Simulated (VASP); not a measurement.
# Mo (Im-3m) in VASP: a series of runs

The runs below take Mo through single point, relaxation of cell and atoms, with LDA.

Program: VASP 6.6.1. These are calculated values, not measurements. Logs are shortened: lines on timing, memory, paths and dates and some standing lists are left out, and cuts for length are marked.

## 1. The cell of the first run

The structure is cubic, space group Im-3m (No. 229). The conventional cell has a = 3.113 Å, b = 3.113 Å, c = 3.113 Å, α = 90.00°, β = 90.00°, γ = 90.00°. Mo (site symmetry m-3m) has 14 Mo at 2.70 to 3.11 Å within 3.6 Å.

## 2. Single point, LDA

INCAR reads:

```
PREC = Accurate ; ENCUT = 520
EDIFF = 1E-6 ; ISMEAR = -1
SIGMA = 0.1 ; LREAL = F
LASPH = T ; NELM = 60
ALGO = Normal ; ISIF = 2
LWAVE = F ; LCHARG = T
GGA = CA ; LELF = T
LVHAR = T ; NBANDS = 13
```

KPOINTS reads:

```
Automatic mesh
0
Gamma
  14 14 14
```

POSCAR reads:

```
Mo
1.0
   -1.5565618034      1.5565618034      1.5565618034
    1.5565618034     -1.5565618034      1.5565618034
    1.5565618034      1.5565618034     -1.5565618034
Mo
1
Direct
    0.0000000000      0.0000000000      0.0000000000
```

Potentials or basis: VASP PAW LDA potentials, release 64 (Mo_sv).

Command:

```console
$ cat potpaw_LDA.64/Mo_sv/POTCAR > POTCAR
$ mpirun -np 1 vasp_std > vasp.out
```

OUTCAR:

```text
PREC = Accurate
   ENCUT = 520
   EDIFF = 1E-6
   ISMEAR = -1
   LREAL = F
   LASPH = T
   NELM = 60
   ISIF = 2
   GGA = CA

 ion  position               nearest neighbor table
   1  0.000  0.000  0.000-

  LATTYP: Found a body centered cubic cell.
 ALAT       =     3.1131236068

  Lattice vectors:

 A1 = (  -1.5565618034,   1.5565618034,   1.5565618034)
 A2 = (   1.5565618034,  -1.5565618034,   1.5565618034)
 A3 = (   1.5565618034,   1.5565618034,  -1.5565618034)

Analysis of symmetry for initial positions (statically):
=====================================================================
 Subroutine PRICEL returns:
 Original cell was already a primitive cell.

 Routine SETGRP: Setting up the symmetry group for a
 body centered cubic supercell.

 Subroutine GETGRP returns: Found 48 space group operations
[... 9 lines left out ...]

 Routine SETGRP: Setting up the symmetry group for a
 body centered cubic supercell.

 Subroutine GETGRP returns: Found 48 space group operations
[... 11 lines left out ...]
                                     Primitive cell

  volume of cell :      15.0855

  direct lattice vectors                    reciprocal lattice vectors
    -1.556561803  1.556561803  1.556561803     0.000000000  0.321220782  0.321220782
     1.556561803 -1.556561803  1.556561803     0.321220782  0.000000000  0.321220782
     1.556561803  1.556561803 -1.556561803     0.321220782  0.321220782  0.000000000

  length of vectors
     2.696044129  2.696044129  2.696044129     0.454274787  0.454274787  0.454274787

  position of ions in fractional coordinates (direct lattice)
     0.000000000  0.000000000  0.000000000

  ion indices of the primitive-cell ions
   primitive index   ion index
                 1           1

----------------------------------------------------------------------------------------

 KPOINTS: Automatic mesh

Automatic generation of k-mesh.
 Grid dimensions read from file:
 generate k-points for:   14   14   14

 Generating k-lattice:

  Cartesian coordinates                     Fractional coordinates (reciprocal lattice)
     0.000000000  0.022944342  0.022944342     0.071428571  0.000000000  0.000000000
     0.022944342  0.000000000  0.022944342     0.000000000  0.071428571  0.000000000
     0.022944342  0.022944342  0.000000000     0.000000000  0.000000000  0.071428571

  Length of vectors
     0.032448199  0.032448199  0.032448199

  Shift w.r.t. Gamma in fractional coordinates (k-lattice)
     0.000000000  0.000000000  0.000000000

 Subroutine IBZKPT returns following result:
 ===========================================

 Found    104 irreducible k-points:

 Following reciprocal coordinates:
            Coordinates               Weight
  0.000000  0.000000  0.000000      1.000000
  0.071429  0.000000  0.000000     12.000000
  0.142857  0.000000  0.000000     12.000000
  0.214286  0.000000  0.000000     12.000000
  0.285714  0.000000  0.000000     12.000000
  0.357143  0.000000  0.000000     12.000000
[... 16 lines left out ...]
  0.285714  0.285714  0.000000     24.000000
  0.357143  0.285714  0.000000     24.000000
 [... further k-points ...]
   k-points           NKPTS =    104   k-points in BZ     NKDIM =    104   number of bands    NBANDS=     13
   number of dos      NEDOS =    301   number of ions     NIONS =      1
   total plane-waves  NPLWV =   8000
   dimension x,y,z NGX =    20 NGY =   20 NGZ =   20
   dimension x,y,z NGXF=    40 NGYF=   40 NGZF=   40
   ions per type =               1
   NGX,Y,Z   is equivalent  to a cutoff of  12.33, 12.33, 12.33 a.u.
   NGXF,Y,Z  is equivalent  to a cutoff of  24.67, 24.67, 24.67 a.u.
 SYSTEM =  unknown system
   PREC   = accura    normal or accurate (medium, high low for compatibility)
   ISTART =      0    job   : 0-new  1-cont  2-samecut
   ICHARG =      2    charge: 1-file 2-atom 10-const
   ISPIN  =      1    spin polarized calculation?
   LNONCOLLINEAR =      F non collinear calculations
   LSORBIT =      F    spin-orbit coupling
   LASPH  =      T    aspherical Exc in radial PAW
   ENCUT  =  520.0 eV  38.22 Ry    6.18 a.u.   5.01  5.01  5.01*2*pi/ulx,y,z
   NELM   =     60;   NELMIN=  2; NELMDL= -5     # of ELM steps
   EDIFF  = 0.1E-05   stopping-criterion for ELM
   LREAL  =      F    real-space projection
   EDIFFG = 0.1E-04   stopping-criterion for IOM
   NSW    =      0    number of steps for IOM
   IBRION =     -1    ionic relax: 0-MD 1-quasi-New 2-CG
   NFREE  =      0    steps in history (QN), initial steepest desc. (CG)
   ISIF   =      2    stress and relaxation
   ISYM   =      2    0-nonsym 1-usesym 2-fastsym
   POTIM  = 0.5000    time-step for ionic-motion
   TEBEG  =    0.0;   TEEND  =   0.0 temperature during run
   PSTRESS=    0.0 pullay stress
   NELECT =      14.0000    total number of electrons
   NUPDOWN=      -1.0000    fix difference up-down
   EMIN   =  10.00;   EMAX   =-10.00  energy-range for DOS
   EFERMI =   0.00;   METHOD = LEGACY
   ISMEAR =    -1;   SIGMA  =   0.10  broadening in eV -4-tet -1-fermi 0-gaus
   EFERMI_NEDOS =   21; number of points for ismear=-14 and -15
   IALGO  =     38    algorithm
   IMIX   =      4    mixing-type and parameters
     AMIX     =   0.40;   BMIX     =  1.00
     AMIX_MAG =   1.60;   BMIX_MAG =  1.00
  volume/ion in A,a.u.               =      15.09       101.80
  Fermi-wavevector in a.u.,A,eV,Ry     =   1.596851  3.017611 34.693959  2.549934
  Thomas-Fermi vector in A             =   2.694549
   LORBIT       =      0    0 simple, 1 ext, 2 COOP (PROOUT), +10 PAW based schemes
   GGA     = CA    functional components
   LHFCALC =     F    Hartree Fock is set to
   AEXX    =    0.0000 exact exchange contribution
   IVDW    =     0    specifies the selected vdW correction
   LEPSILON=     F    determine dielectric tensor
   LRPA    =     F    only Hartree local field effects (RPA)
 non-spin polarized calculation
  energy-cutoff  :      520.00
  volume of cell :       15.09
 maximum number of plane-waves:       420
   NGX =  9   NGY =  9   NGZ =  9

 number of electron      13.9999996 magnetization

 Free energy of the ion-electron system (eV)
  ---------------------------------------------------
  ext. energy  EPLUGINS =         0.00000000
  ---------------------------------------------------
  free energy    TOTEN  =       -12.13086796 eV

  energy without entropy =      -12.10108278  energy(sigma->0) =      -12.11597537

 E-fermi :  13.0814     XC(G=0): -13.8041

 val. band max:       13.0701803805   @ k =  -0.2857   0.3571   0.2143
 cond. band min:      13.0947416120   @ k =  -0.1429   0.2143   0.0714
 fundamental gap:      0.0245612315
 Fermi energy:        13.0813690134

 k-point     1 :       0.0000    0.0000    0.0000
  band No.  band energies     occupation
      1     -47.8991      2.00000
      2     -21.2512      2.00000
      3     -21.2512      2.00000
      4     -21.2512      2.00000
      5       5.7112      2.00000
      6      11.6010      2.00000
      7      11.6010      2.00000
      8      11.6010      2.00000
      9      14.7393      0.00000
     10      14.7393      0.00000
     11      27.9258      0.00000
     12      27.9258      0.00000
     13      27.9258      0.00000

 k-point     2 :       0.0714    0.0000    0.0000
  band No.  band energies     occupation
      1     -47.8840      2.00000
      2     -21.3359      2.00000
      3     -21.2771      2.00000
      4     -21.2519      2.00000
      5       5.9463      2.00000
      6      11.4669      2.00000
      7      11.5779      2.00000
      8      11.8241      1.99999
      9      14.5434      0.00000
     10      14.7425      0.00000
     11      28.1049      0.00000
     12      28.3232      0.00000
     13      28.4087      0.00000

 k-point     3 :       0.1429    0.0000    0.0000
  band No.  band energies     occupation
      1     -47.8414      2.00000
      2     -21.5695      2.00000
      3     -21.3492      2.00000
      4     -21.2539      2.00000
      5       6.5871      2.00000
      6      11.1124      2.00000
      7      11.4699      2.00000
      8      12.4783      1.99521
      9      14.2042      0.00003
     10      14.7669      0.00000
     11      28.4597      0.00000
     12      29.4612      0.00000
     13      29.4644      0.00000

 k-point     4 :       0.2143    0.0000    0.0000
  band No.  band energies     occupation
      1     -47.7794      2.00000
      2     -21.8977      2.00000
      3     -21.4518      2.00000
      4     -21.2569      2.00000
      5       7.3908      2.00000
      6      10.6463      2.00000
      7      11.3511      2.00000
      8      13.5157      0.02565
      9      14.1159      0.00006
     10      14.8434      0.00000
     11      28.3871      0.00000
     12      29.9694      0.00000
     13      31.2092      0.00000

 k-point     5 :       0.2857    0.0000    0.0000
  band No.  band energies     occupation
      1     -47.7097      2.00000
      2     -22.2503      2.00000
      3     -21.5637      2.00000
      4     -21.2603      2.00000
      5       7.8635      2.00000
      6      10.1796      2.00000
      7      11.7267      2.00000
      8      14.3317      0.00001
      9      14.8451      0.00000
     10      14.9904      0.00000
     11      27.4861      0.00000
     12      29.0333      0.00000
     13      33.4079      0.00000
[... 257 lines left out ...]
 k-point    22 :       0.3571    0.2143    0.0000
  band No.  band energies     occupation
      1     -47.5620      2.00000
      2     -22.6194      2.00000
      3     -22.0130      2.00000
      4     -21.4235      2.00000
      5       8.6624      2.00000
      6       9.8835      2.00000
      7      11.8636      1.99999
      8      14.6613      0.00000
      9      15.8202      0.00000
     10      20.9854      0.00000
     11      24.2473      0.00000
     12      26.2947      0.00000
     13      29.8266      0.00000

 k-point    23 :       0.2857    0.2857    0.0000
  band No.  band energies     occupation
      1     -47.5586      2.00000
      2     -22.5323      2.00000
      3     -22.1113      2.00000
      4     -21.4420      2.00000
      5       8.9685      2.00000
      6      10.0962      2.00000
      7      11.2656      2.00000
      8      14.7560      0.00000
      9      15.6181      0.00000
     10      21.5307      0.00000
     11      24.2423      0.00000
     12      26.0369      0.00000
     13      30.3152      0.00000

 k-point    24 :       0.3571    0.2857    0.0000
  band No.  band energies     occupation
      1     -47.5487      2.00000
      2     -22.4730      2.00000
      3     -22.2295      2.00000
      4     -21.4503      2.00000
      5       8.9963      2.00000
      6      10.2820      2.00000
      7      11.0900      2.00000
      8      15.0093      0.00000
      9      15.5361      0.00000
     10      22.8732      0.00000
     11      23.5627      0.00000
     12      25.0211      0.00000
     13      30.6859      0.00000

 [... further k-points ...]
[... 5 lines left out ...]
  --------------------------------------------------------------------------------------
  -------------------------------------------------------------------------------------
  Total        0.1171025      0.1171025      0.1171025      0.0000000     -0.0000000      0.0000000
  in kB       12.4370580     12.4370580     12.4370580      0.0000000     -0.0000000      0.0000000
  external PRESSURE =      12.4370580 kB  Pullay stress =       0.0000000 kB

 VOLUME and BASIS-vectors are now :
 -----------------------------------------------------------------------------
  energy-cutoff  :      520.00
  volume of cell :       15.09
      direct lattice vectors                 reciprocal lattice vectors
    -1.556561803  1.556561803  1.556561803     0.000000000  0.321220782  0.321220782
     1.556561803 -1.556561803  1.556561803     0.321220782  0.000000000  0.321220782
     1.556561803  1.556561803 -1.556561803     0.321220782  0.321220782  0.000000000

 POSITION                                       TOTAL-FORCE (eV/Angst)
 -----------------------------------------------------------------------------------
      0.00000      0.00000      0.00000        -0.000000     -0.000000     -0.000000
 -----------------------------------------------------------------------------------
    total drift:                                0.000000     -0.000000      0.000000

  FREE ENERGIE OF THE ION-ELECTRON SYSTEM (eV)
  ---------------------------------------------------
  free  energy   TOTEN  =       -12.1308679586 eV

  energy  without entropy=      -12.1010827824  energy(sigma->0) =      -12.11597537
```

It took 23 s on 1 thread of Intel Xeon 8259CL, shared host; peak memory 0.13 GiB.

Results:

* Free energy: -12.1309 eV
* Pressure: 1.2 GPa
* Band gap on the k mesh: zero (band 7 reaches 17.26 eV, above the bottom of band 8 at 11.60 eV)

(Part 1 of 2 ends here.)
